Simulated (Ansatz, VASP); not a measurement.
Two plane-wave programs on Ga

```
Ga
1.0
     3.84751    0.00000    0.00000
     0.00000    3.84751    0.00000
     0.00000    0.00000    3.84751
Ga
3
Cartesian
  1.9238 0.0000 1.9238
  0.0000 1.9238 1.9238
  1.9238 1.9238 0.0000
```

Alike in both runs: functional r2SCAN; k mesh 6 × 6 × 6; occupations gaussian, width 0.1 eV; no spin polarisation.

Ansatz relaxed the structure, and its values are those at the end. VASP's run is a single point on that final structure, the one shown.

|  | VASP | Ansatz |
| --- | --- | --- |
| version | VASP 6.6.1 | Ansatz 0.2.0 |
| potentials or method | VASP PAW PBE potentials, release 64 (Ga_d), cutoff 520 eV | scalar-relativistic, plane waves, PAW |
| valence electrons in the cell | 39 | 39 |

|  | VASP | Ansatz | Ansatz less VASP |
| --- | --- | --- | --- |
| gap on the k mesh at the Fermi level (eV) | none | none | - |
| pressure (GPa) | 0.2 | 0.0 | -0.17 |

VASP's potentials were made for PBE, not for r2SCAN. A gap of «none» marks a metal or a gap that the smearing closes.
